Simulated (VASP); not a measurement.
# Ag (P6_3/mmc) in VASP: a series of runs

The runs below take Ag through single point, with RPBE.

Program: VASP 6.6.1. These are calculated values, not measurements. Logs are shortened: lines on timing, memory, paths and dates and some standing lists are left out, and cuts for length are marked.

### Step 1. The cell of the first run

It takes space group P6_3/mmc (No. 194, hexagonal). Conventional cell: a = 2.887 Å, b = 2.887 Å, c = 9.527 Å, α = 90.00°, β = 90.00°, γ = 120.00°. Within 3.8 Å of Ag (site symmetry -6m2) lie 12 Ag at 2.89 to 2.91 Å. Within 3.8 Å of Ag (site symmetry -3m) lie 12 Ag at 2.89 to 2.91 Å.

This isn't the form of Ag at room conditions, which is fcc.

### Step 2. Single point, RPBE (17.20 Å³/atom)

Input file INCAR:

```
ALGO     = Normal         # electronic algorithm
EDIFF    = 1E-6           # SCF threshold, eV
ENCUT    = 520            # plane-wave cutoff, eV
GGA      = RP             # functional
ISIF     = 2              # what is computed and relaxed
ISMEAR   = -1             # smearing method
LASPH    = T              # aspherical terms in the spheres
LCHARG   = F              # write CHGCAR
LREAL    = F              # projectors in reciprocal space
LWAVE    = F              # write WAVECAR
NBANDS   = 30             # bands
NELM     = 60             # most SCF steps
PREC     = Accurate       # precision mode
SIGMA    = 0.1            # smearing width, eV
```

Input file KPOINTS:

```
k-points
0
Gamma
  14 14 4
```

Input file POSCAR:

```
Ag
1.0
    2.8873783554      0.0000000000      0.0000000000
   -1.4436891777      2.5005430062      0.0000000000
    0.0000000000      0.0000000000      9.5266330437
Ag
4
Direct
    0.3333333333      0.6666666667      0.2500000000
    0.6666666667      0.3333333333      0.7500000000
    0.0000000000      0.0000000000      0.0000000000
    1.0000000000      1.0000000000      0.5000000000
```

Potentials or basis: VASP PAW PBE potentials, release 64 (Ag).

The run is started by

```bash
$ cat potpaw_PBE.64/Ag/POTCAR > POTCAR
$ mpirun -np 1 vasp_std > vasp.out
```

OUTCAR:

```text
EDIFF = 1E-6
   ENCUT = 520
   GGA = RP
   ISIF = 2
   ISMEAR = -1
   LASPH = T
   LREAL = F
   NELM = 60
   PREC = Accurate

 ion  position               nearest neighbor table
   1  0.333  0.667  0.250-   3 2.91   4 2.91   3 2.91   4 2.91   3 2.91   4 2.91
   2  0.667  0.333  0.750-   3 2.91   4 2.91   3 2.91   4 2.91   3 2.91   4 2.91
   3  0.000  0.000  0.000-   1 2.91   2 2.91   2 2.91   1 2.91   2 2.91   1 2.91
   4  0.000  0.000  0.500-   1 2.91   2 2.91   2 2.91   1 2.91   2 2.91   1 2.91

  LATTYP: Found a hexagonal cell.
 ALAT       =     2.8873783554
 C/A-ratio  =     3.2994058523

  Lattice vectors:

 A1 = (   2.8873783554,   0.0000000000,   0.0000000000)
 A2 = (  -1.4436891777,   2.5005430062,   0.0000000000)
 A3 = (   0.0000000000,   0.0000000000,   9.5266330437)

Analysis of symmetry for initial positions (statically):
=====================================================================
 Subroutine PRICEL returns:
 Original cell was already a primitive cell.

 Routine SETGRP: Setting up the symmetry group for a
 hexagonal supercell.

 Subroutine GETGRP returns: Found 24 space group operations
 (whereof 12 operations were pure point group operations)
 out of a pool of 24 trial point group operations.

The static configuration has the point symmetry D_3d.
 The point group associated with its full space group is D_6h.

Analysis of symmetry for dynamics (positions and initial velocities):
=====================================================================
 Subroutine PRICEL returns:
 Original cell was already a primitive cell.

 Routine SETGRP: Setting up the symmetry group for a
 hexagonal supercell.

 Subroutine GETGRP returns: Found 24 space group operations
 (whereof 12 operations were pure point group operations)
 out of a pool of 24 trial point group operations.

The dynamic configuration has the point symmetry D_3d.
 The point group associated with its full space group is D_6h.

 Subroutine INISYM returns: Found 24 space group operations
 (whereof 12 operations are pure point group operations),
 and found     1 'primitive' translations

----------------------------------------------------------------------------------------

                                     Primitive cell

  volume of cell :      68.7824

  direct lattice vectors                    reciprocal lattice vectors
     2.887378355  0.000000000  0.000000000     0.346334937  0.199956569  0.000000000
    -1.443689178  2.500543006  0.000000000     0.000000000  0.399913138  0.000000000
     0.000000000  0.000000000  9.526633044     0.000000000  0.000000000  0.104968880

  length of vectors
     2.887378355  2.887378355  9.526633044     0.399913138  0.399913138  0.104968880

  position of ions in fractional coordinates (direct lattice)
     0.333333333  0.666666667  0.250000000
     0.666666667  0.333333333  0.750000000
     0.000000000  0.000000000  0.000000000
     0.000000000  0.000000000  0.500000000

  ion indices of the primitive-cell ions
   primitive index   ion index
                 1           1
                 2           2
                 3           3
                 4           4

----------------------------------------------------------------------------------------

 KPOINTS: k-points

Automatic generation of k-mesh.
 Grid dimensions read from file:
 generate k-points for:   14   14    4

 Generating k-lattice:

  Cartesian coordinates                     Fractional coordinates (reciprocal lattice)
     0.024738210  0.014282612  0.000000000     0.071428571  0.000000000  0.000000000
     0.000000000  0.028565224  0.000000000     0.000000000  0.071428571  0.000000000
     0.000000000  0.000000000  0.026242220     0.000000000  0.000000000  0.250000000

  Length of vectors
     0.028565224  0.028565224  0.026242220

  Shift w.r.t. Gamma in fractional coordinates (k-lattice)
     0.000000000  0.000000000  0.000000000

 Subroutine IBZKPT returns following result:
 ===========================================

 Found     72 irreducible k-points:

 Following reciprocal coordinates:
            Coordinates               Weight
  0.000000  0.000000  0.000000      1.000000
  0.071429  0.000000  0.000000      6.000000
  0.142857  0.000000  0.000000      6.000000
  0.214286  0.000000  0.000000      6.000000
  0.285714 -0.000000  0.000000      6.000000
  0.357143  0.000000  0.000000      6.000000
[... 16 lines left out ...]
  0.285714  0.285714  0.000000      6.000000
  0.357143  0.285714  0.000000      6.000000
 [... further k-points ...]
   k-points           NKPTS =     72   k-points in BZ     NKDIM =     72   number of bands    NBANDS=     30
   number of dos      NEDOS =    301   number of ions     NIONS =      4
   total plane-waves  NPLWV =  41472
   dimension x,y,z NGX =    24 NGY =   24 NGZ =   72
   dimension x,y,z NGXF=    48 NGYF=   48 NGZF=  144
   ions per type =               4
   NGX,Y,Z   is equivalent  to a cutoff of  13.82, 13.82, 12.56 a.u.
   NGXF,Y,Z  is equivalent  to a cutoff of  27.64, 27.64, 25.13 a.u.
 SYSTEM =  unknown system
   PREC   = accura    normal or accurate (medium, high low for compatibility)
   ISTART =      0    job   : 0-new  1-cont  2-samecut
   ICHARG =      2    charge: 1-file 2-atom 10-const
   ISPIN  =      1    spin polarized calculation?
   LNONCOLLINEAR =      F non collinear calculations
   LSORBIT =      F    spin-orbit coupling
   LASPH  =      T    aspherical Exc in radial PAW
   ENCUT  =  520.0 eV  38.22 Ry    6.18 a.u.   5.37  5.37 17.71*2*pi/ulx,y,z
   NELM   =     60;   NELMIN=  2; NELMDL= -5     # of ELM steps
   EDIFF  = 0.1E-05   stopping-criterion for ELM
   LREAL  =      F    real-space projection
   EDIFFG = 0.1E-04   stopping-criterion for IOM
   NSW    =      0    number of steps for IOM
   IBRION =     -1    ionic relax: 0-MD 1-quasi-New 2-CG
   NFREE  =      0    steps in history (QN), initial steepest desc. (CG)
   ISIF   =      2    stress and relaxation
   ISYM   =      2    0-nonsym 1-usesym 2-fastsym
   POTIM  = 0.5000    time-step for ionic-motion
   TEBEG  =    0.0;   TEEND  =   0.0 temperature during run
   PSTRESS=    0.0 pullay stress
   NELECT =      44.0000    total number of electrons
   NUPDOWN=      -1.0000    fix difference up-down
   EMIN   =  10.00;   EMAX   =-10.00  energy-range for DOS
   EFERMI =   0.00;   METHOD = LEGACY
   ISMEAR =    -1;   SIGMA  =   0.10  broadening in eV -4-tet -1-fermi 0-gaus
   EFERMI_NEDOS =   21; number of points for ismear=-14 and -15
   IALGO  =     38    algorithm
   IMIX   =      4    mixing-type and parameters
     AMIX     =   0.40;   BMIX     =  1.00
     AMIX_MAG =   1.60;   BMIX_MAG =  1.00
  volume/ion in A,a.u.               =      17.20       116.04
  Fermi-wavevector in a.u.,A,eV,Ry     =   1.410587  2.665623 27.072273  1.989756
  Thomas-Fermi vector in A             =   2.532526
   LORBIT       =      0    0 simple, 1 ext, 2 COOP (PROOUT), +10 PAW based schemes
   GGA     = RP    functional components
   LHFCALC =     F    Hartree Fock is set to
   AEXX    =    0.0000 exact exchange contribution
   IVDW    =     0    specifies the selected vdW correction
   LEPSILON=     F    determine dielectric tensor
   LRPA    =     F    only Hartree local field effects (RPA)
 non-spin polarized calculation
  energy-cutoff  :      520.00
  volume of cell :       68.78
 maximum number of plane-waves:      1884
 NGX is ok and might be reduce to    24
   NGX = 11   NGY = 11   NGZ = 35

 number of electron      43.9999998 magnetization

 Free energy of the ion-electron system (eV)
  ---------------------------------------------------
  ext. energy  EPLUGINS =         0.00000000
  ---------------------------------------------------
  free energy    TOTEN  =        -8.67257059 eV

  energy without entropy =       -8.63454041  energy(sigma->0) =       -8.65355550

 E-fermi :   8.4381     XC(G=0): -12.0257

 val. band max:        8.3214141905   @ k =   0.5000   0.0000   0.0000
 cond. band min:       8.4504648029   @ k =   0.0714   0.0000   0.0000
 fundamental gap:      0.1290506124
 Fermi energy:         8.4381468820

 k-point     1 :       0.0000    0.0000    0.0000
  band No.  band energies     occupation
      1       0.7816      2.00000
      2       2.0972      2.00000
      3       2.1067      2.00000
      4       2.1115      2.00000
      5       3.6150      2.00000
      6       3.6552      2.00000
[... 22 lines left out ...]
     29      24.1678      0.00000
     30      25.0471      0.00000

 k-point     2 :       0.0714    0.0000    0.0000
  band No.  band energies     occupation
      1       0.9235      2.00000
      2       2.1828      2.00000
      3       2.2303      2.00000
      4       2.2333      2.00000
      5       3.5700      2.00000
      6       3.6150      2.00000
[... 22 lines left out ...]
     29      24.0944      0.00000
     30      24.5282      0.00000

 k-point     3 :       0.1429    0.0000    0.0000
  band No.  band energies     occupation
      1       1.3270      2.00000
      2       2.3942      2.00000
      3       2.5464      2.00000
      4       2.5501      2.00000
      5       3.2979      2.00000
      6       3.4465      2.00000
[... 22 lines left out ...]
     29      23.0776      0.00000
     30      23.1206      0.00000

 k-point     4 :       0.2143    0.0000    0.0000
  band No.  band energies     occupation
      1       1.8913      2.00000
      2       2.5418      2.00000
      3       2.7467      2.00000
      4       2.8384      2.00000
      5       3.0802      2.00000
      6       3.1803      2.00000
[... 22 lines left out ...]
     29      20.8497      0.00000
     30      20.9267      0.00000

 k-point     5 :       0.2857   -0.0000    0.0000
  band No.  band energies     occupation
      1       2.2821      2.00000
      2       2.4693      2.00000
      3       2.5570      2.00000
      4       2.8077      2.00000
      5       2.9826      2.00000
      6       3.0407      2.00000
[... 22 lines left out ...]
     29      20.7401      0.00000
     30      20.8009      0.00000
[... 526 lines left out ...]
     29      16.0700      0.00000
     30      17.3281      0.00000

 k-point    22 :       0.3571    0.2143    0.0000
  band No.  band energies     occupation
      1       2.4679      2.00000
      2       2.5607      2.00000
      3       2.7331      2.00000
      4       2.9519      2.00000
      5       3.1530      2.00000
      6       3.2060      2.00000
[... 22 lines left out ...]
     29      16.6682      0.00000
     30      17.0178      0.00000

 k-point    23 :       0.2857    0.2857    0.0000
  band No.  band energies     occupation
      1       2.6900      2.00000
      2       2.7166      2.00000
      3       2.7459      2.00000
      4       3.0017      2.00000
      5       3.1387      2.00000
      6       3.1820      2.00000
[... 22 lines left out ...]
     29      15.1943      0.00000
     30      16.4076      0.00000

 k-point    24 :       0.3571    0.2857    0.0000
  band No.  band energies     occupation
      1       2.6786      2.00000
      2       2.8014      2.00000
      3       2.8848      2.00000
      4       2.9757      2.00000
      5       3.0295      2.00000
      6       3.1199      2.00000
[... 22 lines left out ...]
     29      15.0657      0.00000
     30      17.7209      0.00000

 [... further k-points ...]

------------------------ aborting loop because EDIFF is reached ----------------------------------------

  FORCE on cell =-STRESS in cart. coord.  units (eV):
  Direction    XX          YY          ZZ          XY          YZ          ZX
  --------------------------------------------------------------------------------------
  -------------------------------------------------------------------------------------
  Total        3.5824319      3.5824319      2.9710009      0.0000000     -0.0000000      0.0000000
  in kB       83.4470639     83.4470639     69.2047497      0.0000000     -0.0000000      0.0000000
  external PRESSURE =      78.6996258 kB  Pullay stress =       0.0000000 kB

 VOLUME and BASIS-vectors are now :
 -----------------------------------------------------------------------------
  energy-cutoff  :      520.00
  volume of cell :       68.78
      direct lattice vectors                 reciprocal lattice vectors
     2.887378355  0.000000000  0.000000000     0.346334937  0.199956569  0.000000000
    -1.443689178  2.500543006  0.000000000     0.000000000  0.399913138  0.000000000
     0.000000000  0.000000000  9.526633044     0.000000000  0.000000000  0.104968880

 POSITION                                       TOTAL-FORCE (eV/Angst)
 -----------------------------------------------------------------------------------
     -0.00000      1.66703      2.38166         0.000000     -0.000000     -0.000000
      1.44369      0.83351      7.14497        -0.000000      0.000000      0.000000
      0.00000      0.00000      0.00000        -0.000000     -0.000000      0.000000
      0.00000      0.00000      4.76332        -0.000000     -0.000000      0.000000
 -----------------------------------------------------------------------------------
    total drift:                               -0.000000      0.000000      0.000000

  FREE ENERGIE OF THE ION-ELECTRON SYSTEM (eV)
  ---------------------------------------------------
  free  energy   TOTEN  =        -8.6725705931 eV

  energy  without entropy=       -8.6345404097  energy(sigma->0) =       -8.65355550
```

Wall time 69 s (1 thread of AMD EPYC 9R45 (Zen 5), shared host); peak memory 0.23 GiB.

What came out:

- Free energy: -8.6726 eV
- Pressure: 7.9 GPa
- Band gap on the k mesh: zero (bands 22 and 23 overlap by 5.99 eV)

Levels at points of the mesh, in eV from the Fermi level:
| k point | band 18 | band 19 | band 20 | band 21 | band 22 | band 23 | band 24 | band 25 | band 26 | band 27 |
| --- | --- | --- | --- | --- | --- | --- | --- | --- | --- | --- |
| (0.00, 0.00, 0.00) | -3.62 | -3.62 | -3.43 | -3.43 | -3.05 | -3.05 | -0.41 | 3.46 | 10.89 | 10.91 |
| (0.50, 0.00, 0.00) | -2.85 | -2.83 | -2.82 | -0.12 | 0.80 | 1.08 | 1.62 | 4.35 | 4.41 | 7.38 |
| (0.00, 0.00, 0.50) | -3.80 | -3.20 | -3.20 | -3.20 | -3.20 | -2.46 | -2.46 | 6.30 | 6.30 | 15.16 |
| (0.50, 0.00, 0.50) | -2.94 | -2.84 | -2.84 | 0.30 | 0.30 | 1.46 | 1.46 | 4.77 | 4.77 | 6.40 |

Caveat: the cell stands under pressure; the PAW data sets were made with another functional, which shifts forces and pressure a little.

### Step 3. Single point, RPBE (17.94 Å³/atom)

This run uses another cell than the first one, of 17.94 Å³/atom.

Input file INCAR:

```
SYSTEM = Ag
  PREC = Accurate
  ENCUT = 520
  EDIFF = 1E-6
  ISMEAR = -1
  SIGMA = 0.1
  LREAL = .FALSE.
  LASPH = .TRUE.
  NELM = 100
  ALGO = Normal
  ISIF = 2
  LWAVE = .FALSE.
  LCHARG = .TRUE.
  GGA = RP
  LELF = .TRUE.
  LVHAR = .TRUE.
  NBANDS = 30
```

Input file KPOINTS:

```
regular mesh
0
G
  14 14 4
  0 0 0
```

Input file POSCAR:

```
Ag
1.0
    2.9286321913      0.0000000000      0.0000000000
   -1.4643160956      2.5362698760      0.0000000000
    0.0000000000      0.0000000000      9.6627461911
Ag
4
Direct
    0.3333333333      0.6666666667      0.2500000000
    0.6666666667      0.3333333333      0.7500000000
    0.0000000000      0.0000000000      0.0000000000
    1.0000000000      1.0000000000      0.5000000000
```

Potentials or basis: VASP PAW PBE potentials, release 64 (Ag).

The run is started by

```bash
$ cat potpaw_PBE.64/Ag/POTCAR > POTCAR
$ mpirun -np 1 vasp_std > vasp.out
```

OUTCAR:

```text
SYSTEM = Ag
   PREC = Accurate
   ENCUT = 520
   EDIFF = 1E-6
   ISMEAR = -1
   LREAL = .FALSE.
   LASPH = .TRUE.
   NELM = 100
   ISIF = 2
   GGA = RP

 ion  position               nearest neighbor table
   1  0.333  0.667  0.250-   3 2.95   4 2.95   3 2.95   4 2.95   3 2.95   4 2.95
   2  0.667  0.333  0.750-   3 2.95   4 2.95   3 2.95   4 2.95   3 2.95   4 2.95
   3  0.000  0.000  0.000-   1 2.95   2 2.95   1 2.95   2 2.95   2 2.95   1 2.95
   4  0.000  0.000  0.500-   1 2.95   2 2.95   1 2.95   2 2.95   2 2.95   1 2.95

  LATTYP: Found a hexagonal cell.
 ALAT       =     2.9286321913
 C/A-ratio  =     3.2994058523
[... 992 lines left out ...]
  --------------------------------------------------------------------------------------
  -------------------------------------------------------------------------------------
  Total        1.7203552      1.7203552      1.1809665      0.0000000     -0.0000000     -0.0000000
  in kB       38.4032372     38.4032372     26.3625429      0.0000000     -0.0000000     -0.0000000
  external PRESSURE =      34.3896724 kB  Pullay stress =       0.0000000 kB

 VOLUME and BASIS-vectors are now :
 -----------------------------------------------------------------------------
  energy-cutoff  :      520.00
  volume of cell :       71.77
      direct lattice vectors                 reciprocal lattice vectors
     2.928632191  0.000000000  0.000000000     0.341456330  0.197139904  0.000000000
    -1.464316096  2.536269876  0.000000000     0.000000000  0.394279808  0.000000000
     0.000000000  0.000000000  9.662746191     0.000000000  0.000000000  0.103490248

 POSITION                                       TOTAL-FORCE (eV/Angst)
 -----------------------------------------------------------------------------------
     -0.00000      1.69085      2.41569         0.000000      0.000000     -0.000000
      1.46432      0.84542      7.24706        -0.000000      0.000000      0.000000
      0.00000      0.00000      0.00000        -0.000000     -0.000000      0.000000
      0.00000      0.00000      4.83137        -0.000000     -0.000000      0.000000
 -----------------------------------------------------------------------------------
    total drift:                               -0.000000      0.000000      0.000000

  FREE ENERGIE OF THE ION-ELECTRON SYSTEM (eV)
  ---------------------------------------------------
  free  energy   TOTEN  =        -8.7777998298 eV

  energy  without entropy=       -8.7394656944  energy(sigma->0) =       -8.75863276
```

Wall time 73 s (1 thread of AMD EPYC 9R45 (Zen 5), shared host); peak memory 0.23 GiB.

What came out:

```
Free energy            : -8.7778 eV
Pressure               : 3.4 GPa
Band gap on the k mesh : zero (bands 22 and 23 overlap by 5.88 eV)
```

Caveat: the cell stands under pressure; the PAW data sets were made with another functional, which shifts forces and pressure a little.

(Part 1 of 2 ends here.)
